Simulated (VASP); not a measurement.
# Ca5SnN (P4/mmm) in VASP: notebook

The runs below take Ca5SnN through relaxation of cell and atoms, with PBE.

Everything below comes from runs of VASP 6.6.1. Logs are shortened: lines on timing, memory, paths and dates and some standing lists are left out, and cuts for length are marked.

### 1 The cell of the first run

Symmetry: P4/mmm, No. 123, tetragonal system. Conventional cell: a = 4.314 Å, b = 4.314 Å, c = 7.588 Å, α = 90.00°, β = 90.00°, γ = 90.00°. Within 4.0 Å of Ca (site symmetry 4/mmm) lie 4 Sn at 3.05 Å and 8 Ca at 3.10 Å and 2 N at 3.79 Å. Ca (site symmetry 2mm) has 2 N at 2.67 Å and 7 Ca at 3.05 to 3.14 Å and 2 Sn at 3.10 Å within 3.5 Å. Within 4.0 Å of Sn (site symmetry 4/mmm) lie 12 Ca at 3.05 to 3.10 Å. Within 3.5 Å of N (site symmetry 4/mmm) lie 8 Ca at 2.67 Å.

The cell was generated, and may not be a known phase.

### 2 Relaxation of cell and atoms, PBE

File INCAR:

```
  PREC = Accurate
  ENCUT = 600
  EDIFF = 1E-7
  ISMEAR = 0
  SIGMA = 0.2
  LREAL = F
  LASPH = T
  NELM = 120
  ALGO = Normal
  ISIF = 3
  LWAVE = F
  LCHARG = F
  GGA = PE
  IBRION = 2
  NSW = 36
  EDIFFG = -0.08
  GGA_COMPAT = F
  NELMIN = 4
```

File KPOINTS:

```
Automatic mesh
0
Gamma
  4 4 2
```

File POSCAR:

```
Ca5SnN
1.0
    4.3137159100      0.0000000000      0.0000000000
    0.0000000000      4.3137159100      0.0000000000
    0.0000000000      0.0000000000      7.5877175200
Ca Sn N
5 1 1
Direct
    0.0000000000      0.0000000000      0.0000000000
    0.0000000000      0.5000000000      0.2927630200
    0.5000000000      0.0000000000      0.2927630200
    0.0000000000      0.5000000000      0.7072369800
    0.5000000000      0.0000000000      0.7072369800
    0.5000000000      0.5000000000      0.0000000000
    0.0000000000      0.0000000000      0.5000000000
```

Potentials or basis: VASP PAW PBE potentials, release 64 (Ca_sv, Sn_d, N).

Launch:

```console
$ cat potpaw_PBE.64/Ca_sv/POTCAR potpaw_PBE.64/Sn_d/POTCAR potpaw_PBE.64/N/POTCAR > POTCAR
$ mpirun -np 1 vasp_std > vasp.out
```

OUTCAR:

```text
PREC = Accurate
   ENCUT = 600
   EDIFF = 1E-7
   ISMEAR = 0
   LREAL = F
   LASPH = T
   NELM = 120
   ISIF = 3
   GGA = PE
   IBRION = 2
   NSW = 36
   EDIFFG = -0.08
   NELMIN = 4

 ion  position               nearest neighbor table
   1  0.000  0.000  0.000-   6 3.05   6 3.05   6 3.05   6 3.05   2 3.10   2 3.10   4 3.10   3 3.10
                             3 3.10   5 3.10   4 3.10   5 3.10
   2  0.000  0.500  0.293-   3 3.05   3 3.05   3 3.05   3 3.05   1 3.10   6 3.10   6 3.10   1 3.10
                             4 3.14
   3  0.500  0.000  0.293-   2 3.05   2 3.05   2 3.05   2 3.05   6 3.10   1 3.10   6 3.10   1 3.10
                             5 3.14
   4  0.000  0.500  0.707-   5 3.05   5 3.05   5 3.05   5 3.05   1 3.10   6 3.10   6 3.10   1 3.10
                             2 3.14
   5  0.500  0.000  0.707-   4 3.05   4 3.05   4 3.05   4 3.05   6 3.10   1 3.10   6 3.10   1 3.10
                             3 3.14
   6  0.500  0.500  0.000-   1 3.05   1 3.05   1 3.05   1 3.05   5 3.10   2 3.10   3 3.10   5 3.10
                             3 3.10   2 3.10   4 3.10   4 3.10
   7  0.000  0.000  0.500-

  LATTYP: Found a simple tetragonal cell.
 ALAT       =     4.3137159100
 C/A-ratio  =     1.7589747861

  Lattice vectors:

 A1 = (   4.3137159100,   0.0000000000,   0.0000000000)
 A2 = (   0.0000000000,   4.3137159100,   0.0000000000)
 A3 = (   0.0000000000,   0.0000000000,   7.5877175200)

Analysis of symmetry for initial positions (statically):
=====================================================================
 Subroutine PRICEL returns:
 Original cell was already a primitive cell.

 Routine SETGRP: Setting up the symmetry group for a
 simple tetragonal supercell.

 Subroutine GETGRP returns: Found 16 space group operations
 (whereof 16 operations were pure point group operations)
 out of a pool of 16 trial point group operations.

The static configuration has the point symmetry D_4h.

Analysis of symmetry for dynamics (positions and initial velocities):
=====================================================================
 Subroutine PRICEL returns:
 Original cell was already a primitive cell.

 Routine SETGRP: Setting up the symmetry group for a
 simple tetragonal supercell.

 Subroutine GETGRP returns: Found 16 space group operations
 (whereof 16 operations were pure point group operations)
 out of a pool of 16 trial point group operations.

The dynamic configuration has the point symmetry D_4h.

 Subroutine INISYM returns: Found 16 space group operations
 (whereof 16 operations are pure point group operations),
 and found     1 'primitive' translations

----------------------------------------------------------------------------------------

                                     Primitive cell

  volume of cell :     141.1933

  direct lattice vectors                    reciprocal lattice vectors
     4.313715910  0.000000000  0.000000000     0.231818697  0.000000000  0.000000000
     0.000000000  4.313715910  0.000000000     0.000000000  0.231818697  0.000000000
     0.000000000  0.000000000  7.587717520     0.000000000  0.000000000  0.131791938

  length of vectors
     4.313715910  4.313715910  7.587717520     0.231818697  0.231818697  0.131791938

  position of ions in fractional coordinates (direct lattice)
     0.000000000  0.000000000  0.000000000
     0.000000000  0.500000000  0.292763020
     0.500000000  0.000000000  0.292763020
     0.000000000  0.500000000  0.707236980
     0.500000000  0.000000000  0.707236980
     0.500000000  0.500000000  0.000000000
     0.000000000  0.000000000  0.500000000

  ion indices of the primitive-cell ions
   primitive index   ion index
                 1           1
                 2           2
                 3           3
                 4           4
                 5           5
                 6           6
                 7           7

----------------------------------------------------------------------------------------

 KPOINTS: Automatic mesh

Automatic generation of k-mesh.
[... 45 lines left out ...]
   ISTART =      0    job   : 0-new  1-cont  2-samecut
   ICHARG =      2    charge: 1-file 2-atom 10-const
   ISPIN  =      1    spin polarized calculation?
   LNONCOLLINEAR =      F non collinear calculations
   LSORBIT =      F    spin-orbit coupling
   LASPH  =      T    aspherical Exc in radial PAW
   ENCUT  =  600.0 eV  44.10 Ry    6.64 a.u.   8.62  8.62 15.15*2*pi/ulx,y,z
   NELM   =    120;   NELMIN=  4; NELMDL= -5     # of ELM steps
   EDIFF  = 0.1E-06   stopping-criterion for ELM
   LREAL  =      F    real-space projection
   EDIFFG = -.8E-01   stopping-criterion for IOM
   NSW    =     36    number of steps for IOM
   IBRION =      2    ionic relax: 0-MD 1-quasi-New 2-CG
   NFREE  =      1    steps in history (QN), initial steepest desc. (CG)
   ISIF   =      3    stress and relaxation
   ISYM   =      2    0-nonsym 1-usesym 2-fastsym
   POTIM  = 0.5000    time-step for ionic-motion
   TEBEG  =    0.0;   TEEND  =   0.0 temperature during run
   PSTRESS=    0.0 pullay stress
   NELECT =      69.0000    total number of electrons
   NUPDOWN=      -1.0000    fix difference up-down
   EMIN   =  10.00;   EMAX   =-10.00  energy-range for DOS
   EFERMI =   0.00;   METHOD = LEGACY
   ISMEAR =     0;   SIGMA  =   0.20  broadening in eV -4-tet -1-fermi 0-gaus
   EFERMI_NEDOS =   21; number of points for ismear=-14 and -15
   IALGO  =     38    algorithm
   IMIX   =      4    mixing-type and parameters
     AMIX     =   0.40;   BMIX     =  1.00
     AMIX_MAG =   1.60;   BMIX_MAG =  1.00
  volume/ion in A,a.u.               =      20.17       136.12
  Fermi-wavevector in a.u.,A,eV,Ry     =   1.289495  2.436793 22.623744  1.662798
  Thomas-Fermi vector in A             =   2.421385
   LORBIT       =      0    0 simple, 1 ext, 2 COOP (PROOUT), +10 PAW based schemes
   GGA     = PE    functional components
   LHFCALC =     F    Hartree Fock is set to
   AEXX    =    0.0000 exact exchange contribution
   IVDW    =     0    specifies the selected vdW correction
   LEPSILON=     F    determine dielectric tensor
   LRPA    =     F    only Hartree local field effects (RPA)
 conjugate gradient relaxation of ions
 non-spin polarized calculation
 Gauss-broadening in eV      SIGMA  =   0.20
  energy-cutoff  :      600.00
  volume of cell :      141.19
 maximum number of plane-waves:      4743
 NGX is ok and might be reduce to    36
   NGX = 17   NGY = 17   NGZ = 31

--------------------------------------- Ionic step        1  -------------------------------------------

 number of electron      69.0000000 magnetization

 Free energy of the ion-electron system (eV)
  ---------------------------------------------------
  ext. energy  EPLUGINS =         0.00000000
  ---------------------------------------------------
  free energy    TOTEN  =       -20.99706856 eV

  energy without entropy =      -20.90596968  energy(sigma->0) =      -20.95151912

 E-fermi :   6.1325     XC(G=0): -10.2586

 val. band max:        6.0786710524   @ k =   0.0000   0.0000   0.5000
 cond. band min:       6.1353931760   @ k =   0.5000   0.2500   0.5000
 fundamental gap:      0.0567221237
 Fermi energy:         6.1325492598

 k-point     1 :       0.0000    0.0000    0.0000
  band No.  band energies     occupation
      1     -35.1602      2.00000
      2     -35.1012      2.00000
      3     -34.9417      2.00000
      4     -34.9107      2.00000
      5     -34.8339      2.00000
      6     -16.5625      2.00000
[... 719 lines left out ...]
  energy  without entropy=      -23.1510863226  energy(sigma->0) =      -23.19846076

--------------------------------------- Ionic step        6  -------------------------------------------

 number of electron      68.9999999 magnetization

 Free energy of the ion-electron system (eV)
  ---------------------------------------------------
  ext. energy  EPLUGINS =         0.00000000
  ---------------------------------------------------
  free energy    TOTEN  =       -23.27232850 eV

  energy without entropy =      -23.17826262  energy(sigma->0) =      -23.22529556

 E-fermi :   4.4515     XC(G=0):  -9.3069

 val. band max:        4.3640198685   @ k =   0.2500   0.0000   0.0000
 cond. band min:       4.4640138859   @ k =   0.2500   0.2500   0.0000
 fundamental gap:      0.0999940174
 Fermi energy:         4.4514631276

 k-point     1 :       0.0000    0.0000    0.0000
  band No.  band energies     occupation
      1     -37.2030      2.00000
      2     -37.1249      2.00000
      3     -37.1186      2.00000
      4     -37.0452      2.00000
      5     -36.8769      2.00000
      6     -18.5410      2.00000
[... 551 lines left out ...]
  FREE ENERGIE OF THE ION-ELECTRON SYSTEM (eV)
  ---------------------------------------------------
  free  energy   TOTEN  =       -23.2723285023 eV

  energy  without entropy=      -23.1782626202  energy(sigma->0) =      -23.22529556

 reached required accuracy - stopping structural energy minimisation
```

Run time: 16 min. Hardware: 1 thread of Intel Xeon 8259CL, shared host; peak memory 0.33 GiB.

What came out:

```yaml
Free_energy: -23.2723 eV
Relaxed_volume: 25.42 Å³/atom
Relaxed_cell: a = 4.644 Å, b = 4.644 Å, c = 8.248 Å, α = 90.00°, β = 90.00°, γ = 90.00°
Space_group_after_relaxing_to_0.1_Å: P4/mmm (No. 123)
Energy_gained_by_relaxing: 325.0 meV/atom
Ionic_steps: 6
Pressure_after_relaxing: 0.2 GPa
Largest_force_after_relaxing: 0.016 eV/Å
Band_gap_on_the_k_mesh: zero (an odd number of electrons rules out a gap without spin polarisation)
```

Forces in eV/Å, atoms in the order of the input:
```
Ca   0.000  0.000  0.000
Ca   0.000  0.000 -0.016
Ca   0.000  0.000 -0.016
Ca   0.000  0.000  0.016
Ca   0.000  0.000  0.016
Sn   0.000  0.000  0.000
N    0.000  0.000  0.000
```

Step by step:
```
step  energy change (eV)  largest force (eV/Å)  pressure (GPa)  volume (Å³)
   1              0.0000                2.0946           14.69       141.19
   2             -2.0589                0.6612           -0.42       182.38
   3             -2.0620                0.6168           -0.77       184.26
   4             -2.1454                0.4718           -0.51       182.03
   5             -2.2488                0.0265            0.53       175.85
   6             -2.2753                0.0160            0.22       177.92
```

Final structure:
```
CELL_PARAMETERS angstrom
4.64439 0.00000 0.00000
0.00000 4.64439 0.00000
0.00000 0.00000 8.24840
ATOMIC_POSITIONS crystal
Ca 0.00000 0.00000 0.00000
Ca 0.00000 0.50000 0.32391
Ca 0.50000 0.00000 0.32391
Ca 0.00000 0.50000 0.67609
Ca 0.50000 0.00000 0.67609
Sn 0.50000 0.50000 0.00000
N 0.00000 0.00000 0.50000
```

Levels at points of the mesh, in eV from the Fermi level:
```csv
k point,band 31,band 32,band 33,band 34,band 35,band 36,band 37,band 38
"(0.00, 0.00, 0.00)",-2.19,-1.86,-0.54,-0.31,-0.31,0.27,0.78,1.15
"(0.50, 0.00, 0.00)",-2.56,-2.28,-0.74,-0.17,0.05,0.53,1.33,1.52
"(0.50, 0.50, 0.00)",-1.91,-1.91,-1.50,-0.99,-0.66,0.05,0.05,0.76
"(0.00, 0.00, 0.50)",-2.60,-0.30,-0.30,-0.25,-0.11,0.60,0.87,0.89
"(0.50, 0.00, 0.50)",-2.47,-2.00,-0.72,-0.42,0.12,0.92,0.99,1.23
"(0.50, 0.50, 0.50)",-2.19,-2.19,-1.55,-0.65,-0.52,0.24,0.49,0.49
```

Caveat: the k points lie up to 0.38 Å⁻¹ apart in the final cell, too coarse for converged energies and pressures of a metal; the volume moved by over 15 % at a fixed basis, so the end points are rough; spin-orbit coupling is left out, which moves the levels of the heavy elements.

(Part 1 of 2 ends here.)

The gap in the log of VASP goes by the Fermi energy; the results here count the filled bands.